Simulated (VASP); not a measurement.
The system is TaN.

```xyz
2
Lattice="0.0000 2.1790 2.1790 2.1790 0.0000 2.1790 2.1790 2.1790 0.0000" Properties=species:S:1:pos:R:3 pbc="T T T"
Ta    2.1790    2.1790    2.1790
N     0.0000    0.0000    0.0000
```

```yaml
Program: VASP 6.6.1
Task: relaxation of cell and atoms
Functional: r2SCAN
Potentials_or_basis: VASP PAW PBE potentials, release 64 (Ta_pv, N)
Cutoff: 600 eV
k_mesh: 6 × 6 × 6
Occupations: gaussian, width 0.1 eV
Spin: no spin polarisation
```

At the start: pressure 12.5 GPa; volume 10.35 Å³/atom.

Task: How do energy, volume and symmetry change on relaxing?

Result: Over 3 steps the energy falls by 13.2 meV/atom and the volume is 10.71 Å³/atom (+3.5 %); space group Fm-3m (No. 225, to 0.05 Å).

The path:
| step | energy change (eV) | largest force (eV/Å) | pressure (GPa) | volume (Å³) |
| --- | --- | --- | --- | --- |
| 1 | 0.0000 | 0.0000 | 12.50 | 20.69 |
| 2 | 0.1180 | 0.0000 | -23.70 | 23.20 |
| 3 | -0.0264 | 0.0000 | -0.34 | 21.41 |

Final structure:
```
CELL_PARAMETERS angstrom
0.00000 2.20402 2.20402
2.20402 0.00000 2.20402
2.20402 2.20402 0.00000
ATOMIC_POSITIONS crystal
Ta 0.50000 0.50000 0.50000
N 0.00000 0.00000 0.00000
```

Caveat: the k points lie up to 0.41 Å⁻¹ apart in the final cell; the PAW data sets were made with another functional, which shifts forces and pressure a little.
